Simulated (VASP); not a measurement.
NiPt3, 4 atoms in the cell. The structure is cubic, space group Pm-3m (No. 221). Conventional cell: a = 3.733 Å, b = 3.733 Å, c = 3.733 Å, α = 90.00°, β = 90.00°, γ = 90.00°. Within 3.5 Å of Ni (site symmetry m-3m) lie 12 Pt at 2.64 Å. Within 3.5 Å of Pt (site symmetry 4/mmm) lie 4 Ni at 2.64 Å and 8 Pt at 2.64 Å. 

* Program: VASP 6.6.1
* Task: single point
* Functional: r2SCAN
* Potentials or basis: VASP PAW PBE potentials, release 64 (Ni, Pt)
* Cutoff: 520 eV
* k mesh: 12 × 12 × 12
* Occupations: gaussian, width 0.1 eV
* Spin: collinear spin, ferromagnetic start
* Starting moments: [1.13, 0.25, 0.25, 0.25] μB
* Dipole correction: no
* Further INCAR settings: ALGO = Normal; EDIFF = 1e-06; NBANDS = 32

Potentials or basis: VASP PAW PBE potentials, release 64 (Ni, Pt).

Run with:

```bash
$ cat potpaw_PBE.64/Ni/POTCAR potpaw_PBE.64/Pt/POTCAR > POTCAR
$ cp INCAR.step1 INCAR
$ mpirun -np 1 vasp_std > vasp.out
$ cp INCAR.step2 INCAR
$ mpirun -np 1 vasp_std > vasp.out
```

Hardware: 1 thread of Intel Xeon 8259CL, on a shared host.

**Question.** How long does it take, and how much memory?

**Answer.** It took 18 min on 1 thread of Intel Xeon 8259CL (shared host), peak memory 0.34 GiB. Counts: k points 84.
